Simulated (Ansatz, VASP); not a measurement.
# SiC in VASP and in Ansatz

```
CELL_PARAMETERS angstrom
0.00000 -2.18986 -2.18986
0.00000 2.18986 -2.18986
4.37973 0.00000 0.00000
ATOMIC_POSITIONS crystal
Si 0.51444 0.51444 0.50000
Si 0.98556 0.98556 0.00000
C 0.94863 0.55137 0.25000
C 0.55137 0.94863 0.75000
```

Change from the starting cell: mode 7 (741.2 1/cm) frozen in, largest displacement +0.225 Å.

Alike in both runs: task single point; functional PBE; k mesh 10 × 10 × 6; occupations gaussian, width 0.05 eV; no spin polarisation.

|  | VASP | Ansatz |
| --- | --- | --- |
| version | VASP 6.6.1 | Ansatz 0.2.0 |
| potentials or method | VASP PAW PBE potentials, release 64 (Si, C), cutoff 600 eV | scalar-relativistic, plane waves, PAW |
| valence electrons in the cell | 16 | 16 |

```tsv
	VASP	Ansatz	Ansatz less VASP
gap on the k mesh at the Fermi level (eV)	0.92	0.92	+0.003
least direct gap on the mesh (eV)	1.70	1.70	+0.003
pressure (GPa)	12.3	12.5	+0.24
traceless stress, the component that is largest in VASP (GPa)	-9.04	-9.02	+0.020
rms of the force components (eV/Å)	2.713	2.712	-0.0015
```

Atom by atom the forces differ by 0.002 eV/Å (rms over components). With one functional, cell and mesh, what is left measures potentials, basis and numerics.
